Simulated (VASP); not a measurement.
Write the native input for VASP 6.6.1 that does the following.

```yaml
Task: single point
Functional: PBE
Potentials_or_basis: VASP PAW PBE potentials, release 64 (Mn_pv)
Cutoff: 520 eV
k_mesh: 19 × 19 × 19
Occupations: fermi-dirac, width 0.0612256 eV
Spin: no spin polarisation
Dipole_correction: no
Further_INCAR_settings: ALGO = Normal; EDIFF = 1e-06; NBANDS = 12
```

The structure of Mn lies in POSCAR:

```
Mn
1.0
   -1.4192021445      1.4192021445      1.4192021445
    1.4192021445     -1.4192021445      1.4192021445
    1.4192021445      1.4192021445     -1.4192021445
Mn
1
Direct
    0.0000000000      0.0000000000      0.0000000000
```

One way to write it, as run:

INCAR

```
PREC     = Accurate       # precision mode
ENCUT    = 520            # plane-wave cutoff, eV
EDIFF    = 1E-6           # SCF threshold, eV
ISMEAR   = -1             # smearing method
SIGMA    = 0.06122561905347299 # smearing width, eV
LREAL    = F              # projectors in reciprocal space
LASPH    = T              # aspherical terms in the spheres
NELM     = 60             # most SCF steps
ALGO     = Normal         # electronic algorithm
ISIF     = 2              # what is computed and relaxed
LWAVE    = F              # write WAVECAR
LCHARG   = T              # write CHGCAR
GGA      = PE             # functional
LELF     = T              # ELF
LVHAR    = T            
NBANDS   = 12             # bands
```

KPOINTS

```
Automatic mesh
0
Gamma
  19 19 19
```

Potentials or basis: VASP PAW PBE potentials, release 64 (Mn_pv).

Launch:

```sh
$ cat potpaw_PBE.64/Mn_pv/POTCAR > POTCAR
$ mpirun -np 1 vasp_std > vasp.out
```

Results of the run:

```json
{
 "Pressure": "-14.4 GPa"
}
```

Caveat: the run has no spin polarisation, though such a crystal can be magnetic.

Wall time 14 s on 1 thread of Intel Xeon 6975P-C, with other jobs on the host, peak memory 0.14 GiB.
